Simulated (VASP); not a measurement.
# GaN (P6_3mc) in VASP: notebook, part 2 of 2

VASP 6.6.1.

### 5 Single point, BLYP+D3(BJ)

This run uses another cell than the first one, of 11.31 Å³/atom, 0.995 times its volume.

Contents of INCAR:

```
SYSTEM = GaN
PREC = Accurate
ENCUT = 910
EDIFF = 1E-6
ISMEAR = 0
SIGMA = 0.05
LREAL = .FALSE.
LASPH = .TRUE.
NELM = 120
ALGO = Normal
ISIF = 2
LWAVE = .FALSE.
LCHARG = .TRUE.
GGA = B5
ALDAX = 1.0
AGGAX = 1.0
AGGAC = 1.0
ALDAC = 0.0
IVDW = 12
VDW_S6 = 1.0
VDW_S8 = 2.6996
VDW_A1 = 0.4298
VDW_A2 = 4.2359
LELF = .TRUE.
LVHAR = .TRUE.
NBANDS = 26
GGA_COMPAT = .FALSE.
```

Contents of KPOINTS:

```
regular mesh
0
G
  8 8 6
  0 0 0
```

Contents of POSCAR:

```
GaN
1.0
    3.1748028249      0.0000000001      0.0000000000
   -1.5874014125      2.7494598983      0.0000000000
    0.0000000000      0.0000000000      5.1829231308
Ga N
2 2
Direct
    0.3333333333      0.6666666667     -0.0005890889
    0.6666666667      0.3333333333      0.4994109111
    0.3333333333      0.6666666667      0.3755890889
    0.6666666667      0.3333333333      0.8755890889
```

On the command line:

```console
$ cat potpaw_PBE.64/Ga_d/POTCAR potpaw_PBE.64/N_h/POTCAR > POTCAR
$ mpirun -np 1 vasp_std > vasp.out
```

Wall time 52 s (1 thread of Intel Xeon 6975P-C (Granite Rapids), shared host); peak memory 0.28 GiB.

The run converged. Its results:

```yaml
Free_energy: -24.1800 eV
Pressure: 6.2 GPa
Largest_force: 0.010 eV/Å
Band_gap_on_the_k_mesh: 2.06 eV, direct
Dispersion_energy_per_atom: -0.565 eV
```

Forces on the atoms (eV/Å):
```
Ga   0.000  0.000  0.010
Ga   0.000  0.000  0.010
N    0.000  0.000 -0.010
N    0.000  0.000 -0.010
```

Stress tensor (GPa, compression positive):
```
6.25 0.00 0.00
0.00 6.25 0.00
0.00 0.00 6.14
```

Levels at points of the mesh, in eV from the valence-band top:
```tsv
k point	band 14	band 15	band 16	band 17	band 18	band 19	band 20	band 21	band 22	band 23
(0.00, 0.00, 0.00)	-1.03	-1.03	-0.06	0.00	0.00	2.05	4.38	9.33	9.98	9.98
(0.50, 0.00, 0.00)	-5.30	-4.19	-2.74	-2.18	-1.00	5.26	5.66	6.19	8.61	10.51
(0.00, 0.00, 0.50)	-3.83	-0.53	-0.53	-0.53	-0.53	4.36	4.36	8.60	8.60	10.52
(0.50, 0.00, 0.50)	-6.59	-1.94	-1.94	-1.91	-1.91	4.57	4.57	7.84	7.84	10.15
```

Caveat: the cutoff is under 1.25 times the usual one of these potentials, so pressure, stress and relaxed cells hold a basis-set (Pulay) error; the PAW data sets were made with another functional, which shifts forces and pressure a little.

### 6 Single point, BLYP+D3(BJ) (volume scaled by 0.98)

Contents of INCAR:

```
PREC = Accurate
ENCUT = 910
EDIFF = 1E-6
ISMEAR = 0
SIGMA = 0.05
LREAL = False
LASPH = True
NELM = 120
ALGO = Normal
ISIF = 2
LWAVE = False
LCHARG = False
GGA = B5
ALDAX = 1.0
AGGAX = 1.0
AGGAC = 1.0
ALDAC = 0.0
IVDW = 12
VDW_S6 = 1.0
VDW_S8 = 2.6996
VDW_A1 = 0.4298
VDW_A2 = 4.2359
NBANDS = 26
GGA_COMPAT = False
```

Contents of KPOINTS:

```
regular mesh
0
Gamma
  8 8 6
```

Contents of POSCAR:

```
GaN
1.0
    3.1796753698      0.0000000001      0.0000000000
   -1.5898376850      2.7536796460      0.0000000000
    0.0000000000      0.0000000000      5.1908776486
Ga N
2 2
Direct
    0.3333333333      0.6666666667     -0.0005890889
    0.6666666667      0.3333333333      0.4994109111
    0.3333333333      0.6666666667      0.3755890889
    0.6666666667      0.3333333333      0.8755890889
```

Potentials or basis: VASP PAW PBE potentials, release 64 (Ga_d, N_h).

On the command line:

```console
$ cat potpaw_PBE.64/Ga_d/POTCAR potpaw_PBE.64/N_h/POTCAR > POTCAR
$ mpirun -np 1 vasp_std > vasp.out
```

OUTCAR:

```text
PREC = Accurate
   ENCUT = 910
   EDIFF = 1E-6
   ISMEAR = 0
   LREAL = False
   LASPH = True
   NELM = 120
   ISIF = 2
   GGA = B5
   IVDW = 12
 IVDW          = 12

 ion  position               nearest neighbor table
   1  0.333  0.667  0.999-   4 1.95   4 1.95   4 1.95   3 1.95
   2  0.667  0.333  0.499-   3 1.95   3 1.95   3 1.95   4 1.95
   3  0.333  0.667  0.376-   2 1.95   2 1.95   2 1.95   1 1.95
   4  0.667  0.333  0.876-   1 1.95   1 1.95   1 1.95   2 1.95

  LATTYP: Found a hexagonal cell.
 ALAT       =     3.1796753698
 C/A-ratio  =     1.6325181174

  Lattice vectors:

 A1 = (   3.1796753698,   0.0000000001,   0.0000000000)
 A2 = (  -1.5898376850,   2.7536796460,   0.0000000000)
 A3 = (   0.0000000000,   0.0000000000,   5.1908776486)

Analysis of symmetry for initial positions (statically):
=====================================================================
 Subroutine PRICEL returns:
 Original cell was already a primitive cell.

 Routine SETGRP: Setting up the symmetry group for a
 hexagonal supercell.

[... 172 lines left out ...]

 E-fermi :   6.3669     XC(G=0): -11.1481

 val. band max:        6.0818379154   @ k =   0.0000   0.0000   0.0000
 cond. band min:       8.1048516742   @ k =   0.0000   0.0000   0.0000
 fundamental gap:      2.0230137588
 Fermi energy:         6.3669348137

 k-point     1 :       0.0000    0.0000    0.0000
  band No.  band energies     occupation
      1      -9.8601      2.00000
      2      -9.0058      2.00000
      3      -7.4719      2.00000
      4      -7.4555      2.00000
      5      -7.4555      2.00000
      6      -7.3939      2.00000
[... 685 lines left out ...]
     25      17.4845      0.00000
     26      18.9822      0.00000

 [... further k-points ...]

------------------------ aborting loop because EDIFF is reached ----------------------------------------

 Edisp (eV)   -2.25089

 E8    (eV) :    -1.5971

  FORCE on cell =-STRESS in cart. coord.  units (eV):
  Direction    XX          YY          ZZ          XY          YZ          ZX
  --------------------------------------------------------------------------------------
  -------------------------------------------------------------------------------------
  Total       1.48780     1.48780     1.45627    -0.00000    -0.00000     0.00000
  in kB      52.44682    52.44682    51.33511    -0.00000    -0.00000     0.00000
  external pressure =       52.08 kB  Pullay stress =        0.00 kB

 VOLUME and BASIS-vectors are now :
 -----------------------------------------------------------------------------
  energy-cutoff  :      910.00
  volume of cell :       45.45
      direct lattice vectors                 reciprocal lattice vectors
     3.179675370  0.000000000  0.000000000     0.314497514  0.181575225  0.000000000
    -1.589837685  2.753679646  0.000000000    -0.000000000  0.363150449  0.000000000
     0.000000000  0.000000000  5.190877649     0.000000000  0.000000000  0.192645650

 POSITION                                       TOTAL-FORCE (eV/Angst)
 -----------------------------------------------------------------------------------
     -0.00000      1.83579      5.18782         0.000000     -0.000000      0.009130
      1.58984      0.91789      2.59238         0.000000      0.000000      0.009130
     -0.00000      1.83579      1.94964        -0.000000      0.000000     -0.009130
      1.58984      0.91789      4.54508         0.000000      0.000000     -0.009130
 -----------------------------------------------------------------------------------
    total drift:                               -0.000000     -0.000000     -0.000206

  FREE ENERGIE OF THE ION-ELECTRON SYSTEM (eV)
  ---------------------------------------------------
  free  energy   TOTEN  =       -24.1875534539 eV

  energy  without entropy=      -24.1875534539  energy(sigma->0) =      -24.18755345
```

OSZICAR:

```text
N       E                     dE             d eps       ncg     rms          rms(c)
DAV:   1     0.372401464945E+03    0.37240E+03   -0.24706E+04  2302   0.363E+03
DAV:   2     0.372799607301E+02   -0.33512E+03   -0.31634E+03  2184   0.659E+02
DAV:   3    -0.227683603753E+02   -0.60048E+02   -0.58337E+02  2496   0.186E+02
DAV:   4    -0.267261364588E+02   -0.39578E+01   -0.39085E+01  2584   0.468E+01
DAV:   5    -0.268272498776E+02   -0.10111E+00   -0.10084E+00  2592   0.685E+00    0.122E+01
DAV:   6    -0.218493087463E+02    0.49779E+01   -0.12669E+01  3496   0.543E+01    0.278E+00
DAV:   7    -0.219577268951E+02   -0.10842E+00   -0.16251E+00  2224   0.981E+00    0.205E+00
DAV:   8    -0.219552180168E+02    0.25089E-02   -0.20959E-01  3448   0.567E+00    0.972E-01
DAV:   9    -0.219358725827E+02    0.19345E-01   -0.76169E-02  3348   0.456E+00    0.102E-01
DAV:  10    -0.219366724153E+02   -0.79983E-03   -0.63787E-03  2542   0.818E-01    0.619E-02
DAV:  11    -0.219366588184E+02    0.13597E-04   -0.48555E-04  2704   0.335E-01    0.175E-02
DAV:  12    -0.219366601030E+02   -0.12845E-05   -0.49060E-05  2494   0.600E-02    0.111E-02
DAV:  13    -0.219366601205E+02   -0.17549E-07   -0.14910E-05  2756   0.314E-02    0.415E-03
DAV:  14    -0.219366601958E+02   -0.75343E-07   -0.19600E-06  1796   0.181E-02
   1 F= -.24187553E+02 E0= -.24187553E+02  d E =-.111498E-17
```

stdout:

```text
POSCAR found type information on POSCAR GaN
 POSCAR found :  2 types and       4 ions
 scaLAPACK will be used
 -----------------------------------------------------------------------------
|                                                                             |
|                                                                             |
|     You enforced a specific xc type in the INCAR file but a different       |
|     I HOPE YOU KNOW WHAT YOU ARE DOING!                                     |
|                                                                             |
 -----------------------------------------------------------------------------

 LDA part: xc-table for (Slater(with rela. corr.)+VWN5), standard interpolation
 POSCAR, INCAR and KPOINTS ok, starting setup
 FFT: planning ... GRIDC
 FFT: planning ... GRID_SOFT
 FFT: planning ... GRID
 WAVECAR not read
 entering main loop
```

Run time: 55 s. Hardware: 1 thread of Intel Xeon 6975P-C (Granite Rapids), shared host; peak memory 0.27 GiB.

Results:

| Property | Result |
| --- | --- |
| Free energy | -24.1876 eV |
| Pressure | 5.2 GPa |
| Largest force | 0.009 eV/Å |
| Band gap on the k mesh | 2.02 eV, direct |
| Dispersion energy per atom | -0.563 eV |

Forces in eV/Å, atoms in the order of the input:
```
Ga   0.000  0.000  0.009
Ga   0.000  0.000  0.009
N    0.000  0.000 -0.009
N    0.000  0.000 -0.009
```

Caveat: the cell differs from its parent crystal (volume scaled by 0.98); the cutoff is under 1.25 times the usual one of these potentials, so pressure, stress and relaxed cells hold a basis-set (Pulay) error; the PAW data sets were made with another functional, which shifts forces and pressure a little.

### 7 Single point, BLYP+D3(BJ) (volume scaled by 0.96)

Contents of INCAR:

```
AGGAC = 1.0 ; AGGAX = 1.0
ALDAC = 0.0 ; ALDAX = 1.0
ALGO = Normal ; EDIFF = 1E-6
ENCUT = 910 ; GGA = B5
GGA_COMPAT = F ; ISIF = 2
ISMEAR = 0 ; IVDW = 12
LASPH = T ; LCHARG = F
LREAL = F ; LWAVE = F
NBANDS = 26 ; NELM = 120
PREC = Accurate ; SIGMA = 0.05
VDW_A1 = 0.4298 ; VDW_A2 = 4.2359
VDW_S6 = 1.0 ; VDW_S8 = 2.6996
```

Contents of KPOINTS:

```
k-points
0
Gamma
  8 8 6
```

Contents of POSCAR:

```
GaN
1.0
    3.1579474903      0.0000000001      0.0000000000
   -1.5789737452      2.7348627504      0.0000000000
    0.0000000000      0.0000000000      5.1551547494
Ga N
2 2
Direct
    0.3333333333      0.6666666667     -0.0005699040
    0.6666666667      0.3333333333      0.4994300960
    0.3333333333      0.6666666667      0.3755699040
    0.6666666667      0.3333333333      0.8755699040
```

Potentials or basis: VASP PAW PBE potentials, release 64 (Ga_d, N_h).

On the command line:

```console
$ cat potpaw_PBE.64/Ga_d/POTCAR potpaw_PBE.64/N_h/POTCAR > POTCAR
$ mpirun -np 1 vasp_std > vasp.out
```

OUTCAR:

```text
EDIFF = 1E-6
   ENCUT = 910
   GGA = B5
   ISIF = 2
   ISMEAR = 0
   IVDW = 12
   LASPH = T
   LREAL = F
   NELM = 120
   PREC = Accurate
 IVDW          = 12

 ion  position               nearest neighbor table
   1  0.333  0.667  0.999-   4 1.93   4 1.93   4 1.93   3 1.94
   2  0.667  0.333  0.499-   3 1.93   3 1.93   3 1.93   4 1.94
   3  0.333  0.667  0.376-   2 1.93   2 1.93   2 1.93   1 1.94
   4  0.667  0.333  0.876-   1 1.93   1 1.93   1 1.93   2 1.94

  LATTYP: Found a hexagonal cell.
 ALAT       =     3.1579474903
 C/A-ratio  =     1.6324384003

  Lattice vectors:

 A1 = (   3.1579474903,   0.0000000001,   0.0000000000)
 A2 = (  -1.5789737452,   2.7348627504,   0.0000000000)
 A3 = (   0.0000000000,   0.0000000000,   5.1551547494)

Analysis of symmetry for initial positions (statically):
=====================================================================
 Subroutine PRICEL returns:
 Original cell was already a primitive cell.

 Routine SETGRP: Setting up the symmetry group for a
 hexagonal supercell.

 Subroutine GETGRP returns: Found 12 space group operations
 (whereof  6 operations were pure point group operations)
 out of a pool of 24 trial point group operations.

The static configuration has the point symmetry C_3v.
 The point group associated with its full space group is C_6v.

Analysis of symmetry for dynamics (positions and initial velocities):
=====================================================================
 Subroutine PRICEL returns:
 Original cell was already a primitive cell.

 Routine SETGRP: Setting up the symmetry group for a
 hexagonal supercell.

 Subroutine GETGRP returns: Found 12 space group operations
 (whereof  6 operations were pure point group operations)
 out of a pool of 24 trial point group operations.

The dynamic configuration has the point symmetry C_3v.
 The point group associated with its full space group is C_6v.
[... 120 lines left out ...]
   IALGO  =     38    algorithm
   IMIX   =      4    mixing-type and parameters
     AMIX     =   0.40;   BMIX     =  1.00
     AMIX_MAG =   1.60;   BMIX_MAG =  1.00
  volume/ion in A,a.u.               =      11.13        75.11
  Fermi-wavevector in a.u.,A,eV,Ry     =   1.525158  2.882131 31.648622  2.326108
  Thomas-Fermi vector in A             =   2.633367
   LORBIT       =      0    0 simple, 1 ext, 2 COOP (PROOUT), +10 PAW based schemes
   GGA     = B5    functional components
   LHFCALC =     F    Hartree Fock is set to
   AEXX    =    0.0000 exact exchange contribution
   IVDW    =    12    specifies the selected vdW correction
   LEPSILON=     F    determine dielectric tensor
   LRPA    =     F    only Hartree local field effects (RPA)
 non-spin polarized calculation
 Gauss-broadening in eV      SIGMA  =   0.05
  energy-cutoff  :      910.00
  volume of cell :       44.52
 maximum number of plane-waves:      2798
 NGX is ok and might be reduce to    32
   NGX = 15   NGY = 15   NGZ = 25

 number of electron      35.9999997 magnetization

 Free energy of the ion-electron system (eV)
  ---------------------------------------------------
  ext. energy  EPLUGINS =         0.00000000
  ---------------------------------------------------
  free energy    TOTEN  =       -21.84422976 eV

  energy without entropy =      -21.84422976  energy(sigma->0) =      -21.84422976

 E-fermi :   6.6165     XC(G=0): -11.2559

 val. band max:        6.3192471604   @ k =   0.0000   0.0000   0.0000
 cond. band min:       8.4850295710   @ k =   0.0000   0.0000   0.0000
 fundamental gap:      2.1657824106
 Fermi energy:         6.6164800945

 k-point     1 :       0.0000    0.0000    0.0000
  band No.  band energies     occupation
      1      -9.8011      2.00000
      2      -8.8778      2.00000
      3      -7.2532      2.00000
      4      -7.2359      2.00000
      5      -7.2359      2.00000
      6      -7.1702      2.00000
[... 685 lines left out ...]
     25      17.8615      0.00000
     26      19.4033      0.00000

 [... further k-points ...]

------------------------ aborting loop because EDIFF is reached ----------------------------------------

 Edisp (eV)   -2.30004

 E8    (eV) :    -1.6321

  FORCE on cell =-STRESS in cart. coord.  units (eV):
  Direction    XX          YY          ZZ          XY          YZ          ZX
  --------------------------------------------------------------------------------------
  -------------------------------------------------------------------------------------
  Total       2.61509     2.61509     2.58856     0.00000    -0.00000     0.00000
  in kB      94.10534    94.10534    93.15085     0.00000    -0.00000     0.00000
  external pressure =       93.79 kB  Pullay stress =        0.00 kB

 VOLUME and BASIS-vectors are now :
 -----------------------------------------------------------------------------
  energy-cutoff  :      910.00
  volume of cell :       44.52
      direct lattice vectors                 reciprocal lattice vectors
     3.157947490  0.000000000  0.000000000     0.316661377  0.182824531  0.000000000
    -1.578973745  2.734862750  0.000000000    -0.000000000  0.365649062  0.000000000
     0.000000000  0.000000000  5.155154749     0.000000000  0.000000000  0.193980598

 POSITION                                       TOTAL-FORCE (eV/Angst)
 -----------------------------------------------------------------------------------
     -0.00000      1.82324      5.15222        -0.000000      0.000000      0.010646
      1.57897      0.91162      2.57464        -0.000000     -0.000000      0.010646
     -0.00000      1.82324      1.93612         0.000000      0.000000     -0.010646
      1.57897      0.91162      4.51370        -0.000000      0.000000     -0.010646
 -----------------------------------------------------------------------------------
    total drift:                               -0.000000     -0.000000     -0.000684

  FREE ENERGIE OF THE ION-ELECTRON SYSTEM (eV)
  ---------------------------------------------------
  free  energy   TOTEN  =       -24.1442726929 eV

  energy  without entropy=      -24.1442726929  energy(sigma->0) =      -24.14427269
```

stdout:

```text
POSCAR found type information on POSCAR GaN
 POSCAR found :  2 types and       4 ions
 scaLAPACK will be used
 -----------------------------------------------------------------------------
|                                                                             |
|                                                                             |
|     You enforced a specific xc type in the INCAR file but a different       |
|     I HOPE YOU KNOW WHAT YOU ARE DOING!                                     |
|                                                                             |
 -----------------------------------------------------------------------------

 LDA part: xc-table for (Slater(with rela. corr.)+VWN5), standard interpolation
 POSCAR, INCAR and KPOINTS ok, starting setup
 FFT: planning ... GRIDC
 FFT: planning ... GRID_SOFT
 FFT: planning ... GRID
 WAVECAR not read
 entering main loop
```

Run time: 72 s. Hardware: 1 thread of Intel Xeon 6975P-C (Granite Rapids), shared host; peak memory 0.27 GiB.

What came out:

| Item | Value |
| --- | --- |
| Free energy | -24.1443 eV |
| Pressure | 9.4 GPa |
| Largest force | 0.011 eV/Å |
| Band gap on the k mesh | 2.17 eV, direct |
| Dispersion energy per atom | -0.575 eV |

Forces on the atoms (eV/Å):
```
Ga   0.000  0.000  0.011
Ga   0.000  0.000  0.011
N    0.000  0.000 -0.011
N    0.000  0.000 -0.011
```

Stress tensor (GPa, compression positive):
```
9.41 0.00 0.00
0.00 9.41 0.00
0.00 0.00 9.32
```

Caveat: the cell differs from its parent crystal (volume scaled by 0.96); the cutoff is under 1.25 times the usual one of these potentials, so pressure, stress and relaxed cells hold a basis-set (Pulay) error; the PAW data sets were made with another functional, which shifts forces and pressure a little.

### 8 Summary

| level | cell | gap on the mesh (eV) | pressure (GPa) | largest force (eV/Å) |
| --- | --- | --- | --- | --- |
| r2SCAN | a = 3.183, b = 3.183, c = 5.184 Å, angles 90.0, 90.0, 120.0°, 4 atoms | 2.34 | 1.0 | 0.01 |
| BLYP | a = 3.176, b = 3.176, c = 5.180 Å, angles 90.0, 90.0, 120.0°, 4 atoms | 2.06 | 14.5 | 0.01 |
| BLYP+D3(BJ) | a = 3.222, b = 3.222, c = 5.261 Å, angles 90.0, 90.0, 120.0°, 4 atoms | 1.75 | -1.7 | - |
| BLYP+D3(BJ) | a = 3.175, b = 3.175, c = 5.183 Å, angles 90.0, 90.0, 120.0°, 4 atoms | 2.06 | 6.2 | 0.01 |
| BLYP+D3(BJ) | a = 3.180, b = 3.180, c = 5.191 Å, angles 90.0, 90.0, 120.0°, 4 atoms | 2.02 | 5.2 | 0.01 |
| BLYP+D3(BJ) | a = 3.158, b = 3.158, c = 5.155 Å, angles 90.0, 90.0, 120.0°, 4 atoms | 2.17 | 9.4 | 0.01 |

Alike in all rows: task single point; potentials or basis VASP PAW PBE potentials, release 64 (Ga_d, N_h); no spin polarisation; k mesh 8 × 8 × 6; cutoff (eV) 910; smearing gaussian 0.05 eV.

Caveats: the cutoff is under 1.25 times the usual one of these potentials, so pressure, stress and relaxed cells hold a basis-set (Pulay) error; the PAW data sets were made with another functional, which shifts forces and pressure a little.

Total energies depend on the potentials used, so only differences within one code and one set of settings carry meaning.

### 9 Against experiment

Step 2. Measured gap of GaN: 3.503 eV (direct; quoted in “Studying electronic properties in GaN without electrical contacts using γ-γ vs e−-γ Perturbed Angular Correlations”, 2019, pmc:6823545). This calculation gives 2.34 eV (-1.16 eV). Spin-orbit coupling on Ga is left out. The value is that of r2SCAN, without temperature or zero-point motion.
